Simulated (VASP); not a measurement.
Wanted: the native input for a VASP 6.6.1 run.

```
Task                   : single point
Functional             : PBEsol
Potentials or basis    : VASP PAW PBE potentials, release 64 (Na_pv, Cl)
Cutoff                 : 500 eV
k mesh                 : 8 × 8 × 8
Occupations            : fermi-dirac, width 0.02 eV
Spin                   : no spin polarisation
Dipole correction      : no
Further INCAR settings : ALGO = Normal; EDIFF = 1e-06; NBANDS = 14
```

The structure of NaCl lies in POSCAR:

```
NaCl
1.0
    2.8600000000      0.0000000000      0.0000000000
    0.0000000000      2.8600000000      0.0000000000
    0.0000000000      0.0000000000      2.9172000000
Na Cl
1 1
Direct
    0.0000000000      0.0000000000      0.0000000000
    0.5000000000      0.5000000000      0.5000000000
```

This cell differs from its parent crystal: zz strain of +2 %.

One way to write it, as run:

INCAR

```
SYSTEM = NaCl
PREC = Accurate
ENCUT = 500
EDIFF = 1E-6
ISMEAR = -1
SIGMA = 0.02
LREAL = .False.
LASPH = .True.
NELM = 120
ALGO = Normal
ISIF = 2
LWAVE = .False.
LCHARG = .True.
GGA = PS
LELF = .True.
LVHAR = .True.
NBANDS = 14
GGA_COMPAT = .False.
```

KPOINTS

```
regular mesh
0
Gamma
  8 8 8
  0 0 0
```

Potentials or basis: VASP PAW PBE potentials, release 64 (Na_pv, Cl).

Run with:

```sh
$ cat potpaw_PBE.64/Na_pv/POTCAR potpaw_PBE.64/Cl/POTCAR > POTCAR
$ mpirun -np 1 vasp_std > vasp.out
```

Results of the run:

| Property | Result |
| --- | --- |
| Pressure | 55.4 GPa |
| Band gap on the k mesh | 4.19 eV, direct |

Caveat: the cell differs from its parent crystal (zz strain of +2 %); the PAW data sets were made with another functional, which shifts forces and pressure a little.

It took 19 s on 1 thread of AMD EPYC 7R43 64-Core Processor (Zen 3), on a shared host, peak memory 0.11 GiB.
